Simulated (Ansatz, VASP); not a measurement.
## Two plane-wave programs on BN

Contents of POSCAR:

```
BN
1.0
    0.0000000000      1.7865936589      1.7865936589
    1.7865936589      0.0000000000      1.7865936589
    1.7865936589      1.7865936589      0.0000000000
B N
1 1
Direct
    0.0000000000      0.0000000000      0.0000000000
    0.2500000000      0.2500000000      0.2500000000
```

Contents of INCAR.step1:

```
SYSTEM = BN
  PREC = Accurate
  ENCUT = 910
  ISMEAR = 0
  SIGMA = 0.01
  LREAL = .False.
  LASPH = .True.
  NELM = 120
  NBANDS = 11
  GGA = PE
  ALGO = Normal
  EDIFF = 1E-5
  LWAVE = .True.
  LCHARG = .False.
  GGA_COMPAT = .False.
```

Contents of INCAR.step2:

```
SYSTEM = BN
  PREC = Accurate
  ENCUT = 910
  EDIFF = 1E-6
  ISMEAR = 0
  SIGMA = 0.01
  LREAL = .False.
  LASPH = .True.
  NELM = 120
  ALGO = Normal
  ISIF = 2
  LWAVE = .False.
  LCHARG = .True.
  METAGGA = R2SCAN
  LMIXTAU = .True.
  LELF = .True.
  LVHAR = .True.
  NBANDS = 11
  ISTART = 1
  GGA_COMPAT = .False.
```

Contents of KPOINTS:

```
Automatic mesh
0
Gamma
  10 10 10
  0 0 0
```

Input for Ansatz:

```yaml
crystal:
  lattice:
    - [0.0, 1.7865936589, 1.7865936589]
    - [1.7865936589, 0.0, 1.7865936589]
    - [1.7865936589, 1.7865936589, 0.0]
  atoms:
    - { symbol: B, position: [0.0, 0.0, 0.0] }
    - { symbol: "N", position: [0.25, 0.25, 0.25] }
kpoints:
  mp_grid: { grid: [10, 10, 10] }
hamiltonian:
  xc: r2scan
scf:
  occupations: { method: fixed }
  n_extra_bands: 4
output:
  forces: true
  stress: true
  eigenvalues: true
```

Alike in both runs: task single point; functional r2SCAN; k mesh 10 × 10 × 10; no spin polarisation.

|  | VASP | Ansatz |
| --- | --- | --- |
| version | VASP 6.6.1 | Ansatz 0.2.0 |
| potentials or method | VASP PAW PBE potentials, release 64 (B_h, N_h) | plane waves, PAW |
| plane-wave cutoff (eV) | 910 | 500 |
| occupations | gaussian, width 0.01 eV | fixed |
| valence electrons in the cell | 8 | 8 |

```tsv
	VASP	Ansatz	Ansatz less VASP
gap on the k mesh at the Fermi level (eV)	5.04	5.04	+0.005
```

VASP's potentials were made for PBE, not for r2SCAN.

Noted on VASP's run: the cutoff is short for stress, so the pressure is rough.
